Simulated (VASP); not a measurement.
# NiO (Fm-3m) in VASP: a series of runs

Runs on NiO. Level: PBE. Tasks: single point.

All numbers are computed with VASP 6.6.1; they aren't measurements. Logs are shortened: lines on timing, memory, paths and dates and some standing lists are left out, and cuts for length are marked.

### Step 1. The cell of the first run

It takes space group Fm-3m (No. 225, cubic). The conventional cell has a = 4.187 Å, b = 4.187 Å, c = 4.187 Å, α = 90.00°, β = 90.00°, γ = 90.00°. Within 2.8 Å of Ni (site symmetry m-3m) lie 6 O at 2.09 Å. O (site symmetry m-3m) has 6 Ni at 2.09 Å within 2.8 Å.

### Step 2. Single point, PBE (volume scaled by 1.020)

Contents of INCAR:

```
SYSTEM = NiO
PREC = Accurate ; ENCUT = 520
EDIFF = 1E-6 ; ISMEAR = 0
SIGMA = 0.05 ; LREAL = .False.
LASPH = .True. ; NELM = 100
ALGO = Normal ; ISIF = 2
LWAVE = .False. ; LCHARG = .False.
GGA = PE ; NBANDS = 15
```

Contents of KPOINTS:

```
regular mesh
0
Gamma
  14 14 14
  0 0 0
```

Contents of POSCAR:

```
NiO
1.0
    0.0000000000      2.0934029142      2.0934029142
    2.0934029142      0.0000000000      2.0934029142
    2.0934029142      2.0934029142      0.0000000000
Ni O
1 1
Direct
    0.0000000000      0.0000000000      0.0000000000
    0.5000000000      0.5000000000      0.5000000000
```

Potentials or basis: VASP PAW PBE potentials, release 64 (Ni, O).

Run with:

```bash
$ cat potpaw_PBE.64/Ni/POTCAR potpaw_PBE.64/O/POTCAR > POTCAR
$ mpirun -np 1 vasp_std > vasp.out
```

OUTCAR:

```text
SYSTEM = NiO
   PREC = Accurate
   ENCUT = 520
   EDIFF = 1E-6
   ISMEAR = 0
   LREAL = .False.
   LASPH = .True.
   NELM = 100
   ISIF = 2
   GGA = PE

 ion  position               nearest neighbor table
   1  0.000  0.000  0.000-   2 2.09   2 2.09   2 2.09   2 2.09   2 2.09   2 2.09
   2  0.500  0.500  0.500-   1 2.09   1 2.09   1 2.09   1 2.09   1 2.09   1 2.09

  LATTYP: Found a face centered cubic cell.
 ALAT       =     4.1868058284

  Lattice vectors:

 A1 = (   0.0000000000,   2.0934029142,   2.0934029142)
 A2 = (   2.0934029142,   0.0000000000,   2.0934029142)
 A3 = (   2.0934029142,   2.0934029142,   0.0000000000)

Analysis of symmetry for initial positions (statically):
=====================================================================
 Subroutine PRICEL returns:
 Original cell was already a primitive cell.

 Routine SETGRP: Setting up the symmetry group for a
 face centered cubic supercell.

 Subroutine GETGRP returns: Found 48 space group operations
 (whereof 48 operations were pure point group operations)
 out of a pool of 48 trial point group operations.

The static configuration has the point symmetry O_h .

Analysis of symmetry for dynamics (positions and initial velocities):
=====================================================================
 Subroutine PRICEL returns:
 Original cell was already a primitive cell.

 Routine SETGRP: Setting up the symmetry group for a
 face centered cubic supercell.

 Subroutine GETGRP returns: Found 48 space group operations
 (whereof 48 operations were pure point group operations)
 out of a pool of 48 trial point group operations.

The dynamic configuration has the point symmetry O_h .

 Subroutine INISYM returns: Found 48 space group operations
 (whereof 48 operations are pure point group operations),
 and found     1 'primitive' translations

----------------------------------------------------------------------------------------

                                     Primitive cell

  volume of cell :      18.3480

  direct lattice vectors                    reciprocal lattice vectors
     0.000000000  2.093402914  2.093402914    -0.238845564  0.238845564  0.238845564
     2.093402914  0.000000000  2.093402914     0.238845564 -0.238845564  0.238845564
     2.093402914  2.093402914  0.000000000     0.238845564  0.238845564 -0.238845564

  length of vectors
     2.960518793  2.960518793  2.960518793     0.413692652  0.413692652  0.413692652

  position of ions in fractional coordinates (direct lattice)
     0.000000000  0.000000000  0.000000000
     0.500000000  0.500000000  0.500000000

  ion indices of the primitive-cell ions
   primitive index   ion index
                 1           1
                 2           2

----------------------------------------------------------------------------------------

 KPOINTS: regular mesh

Automatic generation of k-mesh.
 Grid dimensions read from file:
 generate k-points for:   14   14   14

 Generating k-lattice:

  Cartesian coordinates                     Fractional coordinates (reciprocal lattice)
    -0.017060397  0.017060397  0.017060397     0.071428571  0.000000000  0.000000000
     0.017060397 -0.017060397  0.017060397     0.000000000  0.071428571  0.000000000
     0.017060397  0.017060397 -0.017060397     0.000000000  0.000000000  0.071428571

  Length of vectors
     0.029549475  0.029549475  0.029549475

  Shift w.r.t. Gamma in fractional coordinates (k-lattice)
     0.000000000  0.000000000  0.000000000

 Subroutine IBZKPT returns following result:
 ===========================================

 Found    104 irreducible k-points:

 Following reciprocal coordinates:
            Coordinates               Weight
  0.000000  0.000000  0.000000      1.000000
  0.071429  0.000000  0.000000      8.000000
  0.142857  0.000000  0.000000      8.000000
  0.214286  0.000000  0.000000      8.000000
  0.285714  0.000000  0.000000      8.000000
  0.357143  0.000000  0.000000      8.000000
[... 16 lines left out ...]
  0.214286  0.142857  0.000000     24.000000
  0.285714  0.142857  0.000000     24.000000
 [... further k-points ...]
   k-points           NKPTS =    104   k-points in BZ     NKDIM =    104   number of bands    NBANDS=     15
   number of dos      NEDOS =    301   number of ions     NIONS =      2
   total plane-waves  NPLWV =  13824
   dimension x,y,z NGX =    24 NGY =   24 NGZ =   24
   dimension x,y,z NGXF=    48 NGYF=   48 NGZF=   48
   ions per type =               1   1
   NGX,Y,Z   is equivalent  to a cutoff of  13.48, 13.48, 13.48 a.u.
   NGXF,Y,Z  is equivalent  to a cutoff of  26.95, 26.95, 26.95 a.u.
 SYSTEM =  NiO
   PREC   = accura    normal or accurate (medium, high low for compatibility)
   ISTART =      0    job   : 0-new  1-cont  2-samecut
   ICHARG =      2    charge: 1-file 2-atom 10-const
   ISPIN  =      1    spin polarized calculation?
   LNONCOLLINEAR =      F non collinear calculations
   LSORBIT =      F    spin-orbit coupling
   LASPH  =      T    aspherical Exc in radial PAW
   ENCUT  =  520.0 eV  38.22 Ry    6.18 a.u.   5.50  5.50  5.50*2*pi/ulx,y,z
   NELM   =    100;   NELMIN=  2; NELMDL= -5     # of ELM steps
   EDIFF  = 0.1E-05   stopping-criterion for ELM
   LREAL  =      F    real-space projection
[... 7 lines left out ...]
   TEBEG  =    0.0;   TEEND  =   0.0 temperature during run
   PSTRESS=    0.0 pullay stress
   NELECT =      16.0000    total number of electrons
   NUPDOWN=      -1.0000    fix difference up-down
   EMIN   =  10.00;   EMAX   =-10.00  energy-range for DOS
   EFERMI =   0.00;   METHOD = LEGACY
   ISMEAR =     0;   SIGMA  =   0.05  broadening in eV -4-tet -1-fermi 0-gaus
   EFERMI_NEDOS =   21; number of points for ismear=-14 and -15
   IALGO  =     38    algorithm
   IMIX   =      4    mixing-type and parameters
     AMIX     =   0.40;   BMIX     =  1.00
     AMIX_MAG =   1.60;   BMIX_MAG =  1.00
  volume/ion in A,a.u.               =       9.17        61.91
  Fermi-wavevector in a.u.,A,eV,Ry     =   1.564055  2.955635 33.283494  2.446268
  Thomas-Fermi vector in A             =   2.666735
   LORBIT       =      0    0 simple, 1 ext, 2 COOP (PROOUT), +10 PAW based schemes
   GGA     = PE    functional components
   LHFCALC =     F    Hartree Fock is set to
   AEXX    =    0.0000 exact exchange contribution
   IVDW    =     0    specifies the selected vdW correction
   LEPSILON=     F    determine dielectric tensor
   LRPA    =     F    only Hartree local field effects (RPA)
 non-spin polarized calculation
 Gauss-broadening in eV      SIGMA  =   0.05
  energy-cutoff  :      520.00
  volume of cell :       18.35
 maximum number of plane-waves:       531
 NGX is ok and might be reduce to    24
   NGX = 11   NGY = 11   NGZ = 11

 number of electron      16.0000007 magnetization

 Free energy of the ion-electron system (eV)
  ---------------------------------------------------
  ext. energy  EPLUGINS =         0.00000000
  ---------------------------------------------------
  free energy    TOTEN  =       -11.37636589 eV

  energy without entropy =      -11.37322576  energy(sigma->0) =      -11.37479583

 E-fermi :   7.7164     XC(G=0): -12.6425

 val. band max:        7.7126424553   @ k =   0.2857   0.0714   0.0000
 cond. band min:       7.7300207392   @ k =   0.3571   0.1429   0.0000
 fundamental gap:      0.0173782840
 Fermi energy:         7.7163919646

 k-point     1 :       0.0000    0.0000    0.0000
  band No.  band energies     occupation
      1     -12.6202      2.00000
      2       4.6808      2.00000
      3       4.6808      2.00000
      4       4.6808      2.00000
      5       5.9218      2.00000
      6       5.9218      2.00000
      7       5.9218      2.00000
      8       6.2397      2.00000
      9       6.2397      2.00000
     10       9.3630      0.00000
     11      25.5901      0.00000
     12      26.8119      0.00000
     13      26.8119      0.00000
     14      26.8119      0.00000
     15      30.2316      0.00000

 k-point     2 :       0.0714    0.0000    0.0000
  band No.  band energies     occupation
      1     -12.5637      2.00000
      2       4.2187      2.00000
      3       4.4174      2.00000
      4       4.4174      2.00000
      5       5.9770      2.00000
      6       5.9770      2.00000
      7       6.0479      2.00000
      8       6.5070      2.00000
      9       6.5070      2.00000
     10       9.7249      0.00000
     11      24.3271      0.00000
     12      26.6329      0.00000
     13      26.6329      0.00000
     14      27.4768      0.00000
     15      29.7789      0.00000

 k-point     3 :       0.1429    0.0000    0.0000
  band No.  band energies     occupation
      1     -12.4015      2.00000
      2       3.2630      2.00000
      3       3.9166      2.00000
      4       3.9166      2.00000
      5       6.0888      2.00000
      6       6.0888      2.00000
      7       6.2282      2.00000
      8       7.0640      2.00000
      9       7.0640      2.00000
     10      10.5767      0.00000
     11      22.5159      0.00000
     12      25.9330      0.00000
     13      25.9330      0.00000
     14      27.8984      0.00000
     15      29.4467      0.00000
[... 343 lines left out ...]
 k-point    23 :       0.2143    0.1429    0.0000
  band No.  band energies     occupation
      1     -12.1643      2.00000
      2       2.1594      2.00000
      3       3.7609      2.00000
      4       3.8509      2.00000
      5       5.7457      2.00000
      6       6.3750      2.00000
      7       6.6460      2.00000
      8       6.8224      2.00000
      9       7.4469      2.00000
     10      11.9247      0.00000
     11      21.8797      0.00000
     12      23.4608      0.00000
     13      24.7434      0.00000
     14      25.6401      0.00000
     15      31.8153      0.00000

 k-point    24 :       0.2857    0.1429    0.0000
  band No.  band energies     occupation
      1     -11.9268      2.00000
      2       1.5307      2.00000
      3       3.2040      2.00000
      4       3.4499      2.00000
      5       5.8775      2.00000
      6       6.5179      2.00000
      7       6.7667      2.00000
      8       7.2568      2.00000
      9       7.9002      0.00000
     10      12.7842      0.00000
     11      20.3917      0.00000
     12      22.2909      0.00000
     13      24.1147      0.00000
     14      26.4612      0.00000
     15      32.0551      0.00000

 [... further k-points ...]

------------------------ aborting loop because EDIFF is reached ----------------------------------------

  FORCE on cell =-STRESS in cart. coord.  units (eV):
  Direction    XX          YY          ZZ          XY          YZ          ZX
  --------------------------------------------------------------------------------------
  -------------------------------------------------------------------------------------
  Total       -0.4210505     -0.4210505     -0.4210505      0.0000000     -0.0000000      0.0000000
  in kB      -36.7668414    -36.7668414    -36.7668414      0.0000000     -0.0000000      0.0000000
  external PRESSURE =     -36.7668414 kB  Pullay stress =       0.0000000 kB

 VOLUME and BASIS-vectors are now :
 -----------------------------------------------------------------------------
  energy-cutoff  :      520.00
  volume of cell :       18.35
      direct lattice vectors                 reciprocal lattice vectors
     0.000000000  2.093402914  2.093402914    -0.238845564  0.238845564  0.238845564
     2.093402914  0.000000000  2.093402914     0.238845564 -0.238845564  0.238845564
     2.093402914  2.093402914  0.000000000     0.238845564  0.238845564 -0.238845564

 POSITION                                       TOTAL-FORCE (eV/Angst)
 -----------------------------------------------------------------------------------
      0.00000      0.00000      0.00000         0.000000      0.000000      0.000000
      2.09340      2.09340      2.09340        -0.000000     -0.000000     -0.000000
 -----------------------------------------------------------------------------------
    total drift:                                0.000000     -0.000000     -0.000000

  FREE ENERGIE OF THE ION-ELECTRON SYSTEM (eV)
  ---------------------------------------------------
  free  energy   TOTEN  =       -11.3763658923 eV

  energy  without entropy=      -11.3732257617  energy(sigma->0) =      -11.37479583
```

It took 22 s on 1 thread of Intel Xeon Platinum 8259CL at 2.50GHz (Skylake/Cascade Lake), shared host; peak memory 0.16 GiB.

Results:

* Free energy: -11.3764 eV
* Pressure: -3.7 GPa
* Band gap on the k mesh: zero (band 8 reaches 9.03 eV, above the bottom of band 9 at 6.24 eV)

Caveat: the run has no spin polarisation, though such a crystal can be magnetic; semilocal functionals often make such compounds metallic where correlation or magnetic order opens a gap, which also shifts bond lengths. Spin polarisation is off, so any magnetic state and its effect on volume and gap are missing.

### Step 3. Single point, PBE (volume scaled by 1.040)

Contents of INCAR:

```
ALGO     = Normal         # electronic algorithm
EDIFF    = 1E-6           # SCF threshold, eV
ENCUT    = 520            # plane-wave cutoff, eV
GGA      = PE             # functional
ISIF     = 2              # what is computed and relaxed
ISMEAR   = 0              # smearing method
LASPH    = T              # aspherical terms in the spheres
LCHARG   = F              # write CHGCAR
LREAL    = F              # projectors in reciprocal space
LWAVE    = F              # write WAVECAR
NBANDS   = 15             # bands
NELM     = 100            # most SCF steps
PREC     = Accurate       # precision mode
SIGMA    = 0.05           # smearing width, eV
```

Contents of KPOINTS:

```
k-points
0
Gamma
  14 14 14
```

Contents of POSCAR:

```
NiO
1.0
    0.0000000000      2.1069968205      2.1069968205
    2.1069968205      0.0000000000      2.1069968205
    2.1069968205      2.1069968205      0.0000000000
Ni O
1 1
Direct
    0.0000000000      0.0000000000      0.0000000000
    0.5000000000      0.5000000000      0.5000000000
```

Potentials or basis: VASP PAW PBE potentials, release 64 (Ni, O).

Run with:

```bash
$ cat potpaw_PBE.64/Ni/POTCAR potpaw_PBE.64/O/POTCAR > POTCAR
$ mpirun -np 1 vasp_std > vasp.out
```

Wall time 22 s (1 thread of Intel Xeon Platinum 8259CL at 2.50GHz (Skylake/Cascade Lake), shared host); peak memory 0.15 GiB.

The run converged. Its results:

- Free energy: -11.3643 eV
- Pressure: -7.2 GPa
- Band gap on the k mesh: zero (band 8 reaches 8.71 eV, above the bottom of band 9 at 6.00 eV)

Levels at points of the mesh, in eV from the Fermi level:
```csv
k point,band 4,band 5,band 6,band 7,band 8,band 9,band 10,band 11,band 12,band 13
"(0.00, 0.00, 0.00)",-2.95,-1.73,-1.73,-1.73,-1.43,-1.43,1.55,17.82,18.96,18.96
"(0.50, 0.00, 0.00)",-5.18,-0.95,-0.95,-0.60,1.28,1.28,5.67,9.87,14.10,14.10
"(0.50, 0.50, 0.00)",-4.18,-2.65,-1.06,-0.70,-0.70,-0.59,6.33,10.44,12.42,16.48
```

Caveat: the run has no spin polarisation, though such a crystal can be magnetic; semilocal functionals often make such compounds metallic where correlation or magnetic order opens a gap, which also shifts bond lengths. Spin polarisation is off, so any magnetic state and its effect on volume and gap are missing.
